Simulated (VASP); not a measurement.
Write the native input for VASP 6.6.1 that does the following.

| Property | Result |
| --- | --- |
| Task | single point |
| Functional | PBE |
| Potentials or basis | VASP PAW PBE potentials, release 64 (Ca_sv, P) |
| Cutoff | 520 eV |
| k mesh | 10 × 10 × 10 |
| Occupations | gaussian, width 0.1 eV |
| Spin | no spin polarisation |
| Dipole correction | no |
| Further INCAR settings | ALGO = Normal; EDIFF = 1e-06; NBANDS = 26 |

The structure of Ca3P lies in POSCAR:

```
Ca3P
1.0
    4.7621792116      0.0000000000      0.0000000000
    0.0000000000      4.7621792116      0.0000000000
    0.0000000000      0.0000000000      4.7621792116
Ca P
3 1
Direct
    0.0000000000      0.5000000000      0.5000000000
    0.5000000000      0.0000000000      0.5000000000
    0.5000000000      0.5000000000      0.0000000000
    0.0000000000      0.0000000000      0.0000000000
```

These files were run (other wordings do the same):

INCAR

```
ALGO = Normal
EDIFF = 1E-6
ENCUT = 520
GGA = PE
ISIF = 2
ISMEAR = 0
LASPH = True
LCHARG = False
LREAL = False
LWAVE = False
NBANDS = 26
NELM = 80
PREC = Accurate
SIGMA = 0.1
```

KPOINTS

```
k-points
0
Gamma
  10 10 10
```

Potentials or basis: VASP PAW PBE potentials, release 64 (Ca_sv, P).

The run is started by

```sh
$ cat potpaw_PBE.64/Ca_sv/POTCAR potpaw_PBE.64/P/POTCAR > POTCAR
$ mpirun -np 1 vasp_std > vasp.out
```

Results of the run:

```yaml
Pressure: 0.1 GPa
Band_gap_on_the_k_mesh: zero (an odd number of electrons rules out a gap without spin polarisation)
```

It took 51 s on 1 thread of Intel(R) Xeon(R) Platinum 8559C (Emerald Rapids) (shared host), peak memory 0.27 GiB.
